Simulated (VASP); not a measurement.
Input of a VASP 6.6.1 run:

File INCAR:

```
PREC     = Accurate       # precision mode
ENCUT    = 600            # plane-wave cutoff, eV
EDIFF    = 1E-7           # SCF threshold, eV
ISMEAR   = -1             # smearing method
SIGMA    = 0.05           # smearing width, eV
LREAL    = False          # projectors in reciprocal space
LASPH    = True           # aspherical terms in the spheres
NELM     = 100            # most SCF steps
ALGO     = Normal         # electronic algorithm
ISIF     = 3              # what is computed and relaxed
LWAVE    = False          # write WAVECAR
LCHARG   = False          # write CHGCAR
GGA      = RE             # functional
IBRION   = 2              # ionic algorithm
NSW      = 80             # ionic steps
EDIFFG   = -0.01          # ionic threshold
```

The input KPOINTS:

```
Automatic mesh
0
Gamma
  7 7 7
```

Contents of POSCAR:

```
HgTe
1.0
    0.0000000000      3.2145000000      3.2145000000
    3.2145000000      0.0000000000      3.2145000000
    3.2145000000      3.2145000000      0.0000000000
Hg Te
1 1
Direct
    0.0000000000      0.0000000000      0.0000000000
    0.7500000000      0.7500000000      0.7500000000
```

Potentials or basis: VASP PAW PBE potentials, release 64 (Hg, Te).

Run with:

```console
$ cat potpaw_PBE.64/Hg/POTCAR potpaw_PBE.64/Te/POTCAR > POTCAR
$ mpirun -np 1 vasp_std > vasp.out
```

**Question.** Predict the band gap on the k mesh.

**Answer.** Zero (filled and empty bands touch).

**Question.** Predict the space group after relaxing (to 0.05 Å).

**Answer.** F-43m (No. 216).

Final structure:
```
Hg Te
1.0
     0.00000    3.36409    3.36409
     3.36409    0.00000    3.36409
     3.36409    3.36409    0.00000
Hg Te
1 1
Direct
  0.00000 0.00000 0.00000
  0.75000 0.75000 0.75000
```

Caveat: spin-orbit coupling is left out, which moves the levels of the heavy elements.
